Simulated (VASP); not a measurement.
# Ge: single point with r2SCAN

The system is Ge.

```
CELL_PARAMETERS angstrom
3.99759 0.00000 0.00000
-1.99879 3.46201 0.00000
0.00000 0.00000 6.59938
ATOMIC_POSITIONS crystal
Ge 0.66667 0.33333 0.06290
Ge 0.33333 0.66667 0.56290
Ge 0.66667 0.33333 0.43710
Ge 0.33333 0.66667 0.93710
```

```
Program             : VASP 6.6.1
Task                : single point
Functional          : r2SCAN
Potentials or basis : VASP PAW PBE potentials, release 64 (Ge_d)
Cutoff              : 520 eV
k mesh              : 6 × 6 × 3
Occupations         : fermi-dirac, width 0.15 eV
Spin                : no spin polarisation
```

- Pressure: 0.1 GPa
- Largest force: 0.030 eV/Å

Forces in eV/Å, atoms in the order of the input:
```
Ge   0.000  0.000  0.030
Ge   0.000  0.000  0.030
Ge   0.000  0.000 -0.030
Ge   0.000  0.000 -0.030
```

Stress tensor (GPa, compression positive):
```
 0.14  0.00  0.00
 0.00  0.14  0.00
 0.00  0.00 -0.09
```

Levels at points of the mesh, in eV from the Fermi level:
```
           k point  band 26  band 27  band 28  band 29  band 30  band 31
(0.00, 0.00, 0.00)    -0.28     0.01     0.01     0.07     0.25     2.31
(0.50, 0.00, 0.00)    -3.33    -3.01    -1.64     0.64     1.83     3.73
```

It took 110 s on 1 thread of Intel(R) Xeon(R) Platinum 8488C (Sapphire Rapids) (shared host), peak memory 0.21 GiB.

Caveat: the PAW data sets were made with another functional, which shifts forces and pressure a little.
